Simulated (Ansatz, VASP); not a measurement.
# Si16HC16: VASP beside Ansatz

```
Si C H
1.0
    -6.18824    0.00000    0.00000
     3.09412   -5.35917    0.00000
     0.00000    0.00000   10.12934
Si C H
16 16 1
Direct
  0.15790 0.32895 0.93554
  0.15787 0.82894 0.93743
  0.65786 0.32895 0.93553
  0.65786 0.82891 0.93553
  0.32465 0.16258 0.43703
  0.32465 0.66206 0.43703
  0.82446 0.16223 0.43611
  0.82415 0.66208 0.43703
  0.49117 0.49558 0.68646
  0.49103 0.99552 0.68650
  0.99120 0.49567 0.68650
  0.99120 0.99553 0.68650
  0.49117 0.49559 0.18624
  0.49039 0.99520 0.18614
  0.99149 0.49624 0.18616
  0.99149 0.99525 0.18616
  0.15814 0.32907 0.74777
  0.15779 0.82890 0.74798
  0.65767 0.32905 0.74776
  0.65767 0.82862 0.74776
  0.32594 0.16524 0.24926
  0.32594 0.66070 0.24926
  0.82444 0.16222 0.24833
  0.82152 0.66076 0.24926
  0.99114 0.99559 0.49890
  0.99114 0.49555 0.49890
  0.49115 0.99557 0.49891
  0.49116 0.49558 0.49977
  0.98920 0.99762 0.99740
  0.98920 0.49157 0.99740
  0.49521 0.99760 0.99736
  0.49121 0.49561 0.99852
  0.15793 0.82897 0.11975
```

Alike in both runs: functional PBE; k mesh 2 × 2 × 2; occupations gaussian, width 0.01 eV; collinear spin.

Ansatz relaxed the structure, and its values are those at the end. VASP's run is a single point on that final structure, the one shown.

```csv
,VASP,Ansatz
version,VASP 6.6.1,Ansatz 0.2.0
potentials or method,"VASP PAW PBE potentials, release 64 (Si, C, H), cutoff 520 eV","scalar-relativistic, plane waves, PAW"
valence electrons in the cell,129,129
```

```tsv
	VASP	Ansatz	Ansatz less VASP
gap on the k mesh at the Fermi level (eV)	none	none	-
rms of the force components (eV/Å)	0.003	0.001	-0.0022
net moment per atom (μB)	0.02	0.02	0.000
size of the moment on the site where the two differ most (μB)	0.12	0.17	+0.057
```

Site moments also hang on the region over which each program counts them. A gap of «none» marks a metal or a gap that the smearing closes. Ansatz's warnings: filled band counts differ across k points, seeded moment not kept.

The k mesh is coarse, so the values compare programs but aren't converged.
